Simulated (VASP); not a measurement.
Crystal: Ga2Te2S.

```xyz
5
Lattice="-2.3469 2.3469 5.5860 2.3469 -2.3469 5.5860 2.3469 2.3469 -5.5860" Properties=species:S:1:pos:R:3 pbc="T T T"
Ga    2.3469    0.0000    2.7930
Ga    0.0000    2.3469    2.7930
Te    0.0000    0.0000    4.1225
Te    0.0000    0.0000    7.0495
S     0.0000    0.0000    0.0000
```

The cell was built from a structure type or drawn by symmetry, and may not be a known phase.

* Program: VASP 6.6.1
* Task: relaxation of cell and atoms
* Functional: PBE
* Potentials or basis: VASP PAW PBE potentials, release 64 (Ga_d, Te, S)
* Cutoff: 600 eV
* k mesh: 6 × 6 × 6
* Occupations: gaussian, width 0.1 eV
* Spin: no spin polarisation

At the start: pressure 5.4 GPa; volume 24.61 Å³/atom.

Task: How do energy, volume and symmetry change on relaxing?

Result: Over 14 steps the energy falls by 112.9 meV/atom and the volume is 25.36 Å³/atom (+3.0 %); space group I4/mmm (No. 139, to 0.1 Å) before and after.

Step by step:
```tsv
step	energy change (eV)	largest force (eV/Å)	pressure (GPa)	volume (Å³)
1	0.0000	0.3810	5.41	123.07
2	-0.2717	0.1826	-0.41	138.45
3	-0.2719	0.1826	-0.55	139.04
4	-0.3183	0.0706	-0.33	138.61
5	-0.3603	0.6845	0.60	137.26
6	-0.3906	0.6356	0.19	138.25
7	-0.4401	0.4176	-1.12	140.89
8	-0.4852	0.4140	-0.84	137.64
9	-0.5494	0.2862	-0.06	129.48
10	-0.5509	0.2438	0.20	127.40
11	-0.5621	0.0156	-0.26	127.76
12	-0.5623	0.0477	-0.33	127.81
13	-0.5637	0.0278	0.34	126.21
14	-0.5643	0.0338	0.11	126.78
```

Final structure:
```yaml
crystal:
  lattice:
    - [-2.14049, 2.14049, 6.91751]
    - [2.14049, -2.14049, 6.91751]
    - [2.14049, 2.14049, -6.91751]
  atoms:
    - { symbol: Ga, position: [0.25000, 0.75000, 0.50000] }
    - { symbol: Ga, position: [0.75000, 0.25000, 0.50000] }
    - { symbol: Te, position: [0.38101, 0.38101, 0.00000] }
    - { symbol: Te, position: [0.61899, 0.61899, 0.00000] }
    - { symbol: S, position: [0.00000, 0.00000, 0.00000] }
```

Caveat: a cell axis changed by over 15 % at a fixed basis, so the end point is rough.
